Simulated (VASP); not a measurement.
Write the native input for VASP 6.6.1 that does the following.

* Task: single point
* Functional: LDA
* Potentials or basis: VASP PAW LDA potentials, release 64 (Hf_pv, C)
* Cutoff: 520 eV
* k mesh: 8 × 8 × 5
* Occupations: fermi-dirac, width 0.1 eV
* Spin: no spin polarisation
* Dipole correction: no
* Further INCAR settings: ALGO = Normal; EDIFF = 1e-06; NBANDS = 22

The structure of HfC lies in POSCAR:

```
HfC
1.0
    3.3868561236      0.0000000000      0.0000000000
   -1.6934280618      2.9331035662      0.0000000000
    0.0000000000      0.0000000000      5.2711786145
Hf C
2 2
Direct
    0.6666666667      0.3333333333      0.7500000000
    0.3333333333      0.6666666667      0.2500000000
    0.0000000000      0.0000000000      0.0000000000
    0.0000000000      0.0000000000      0.5000000000
```

One way to write it, as run:

INCAR

```
SYSTEM = HfC
PREC = Accurate ; ENCUT = 520
EDIFF = 1E-6 ; ISMEAR = -1
SIGMA = 0.1 ; LREAL = .FALSE.
LASPH = .TRUE. ; NELM = 60
ALGO = Normal ; ISIF = 2
LWAVE = .FALSE. ; LCHARG = .FALSE.
NBANDS = 22
```

KPOINTS

```
regular mesh
0
G
  8 8 5
  0 0 0
```

Potentials or basis: VASP PAW LDA potentials, release 64 (Hf_pv, C).

Run with:

```bash
$ cat potpaw_LDA.64/Hf_pv/POTCAR potpaw_LDA.64/C/POTCAR > POTCAR
$ mpirun -np 1 vasp_std > vasp.out
```

It gave:

```json
{
  "Pressure": "-20.0 GPa",
  "Band gap on the k mesh": "zero (band 14 reaches 6.94 eV, above the bottom of band 15 at 5.82 eV)"
}
```

Caveat: spin-orbit coupling is left out, which moves the levels of the heavy elements.

Wall time 68 s on 1 thread of Intel Xeon 6975P-C, with other jobs on the host, peak memory 0.17 GiB.
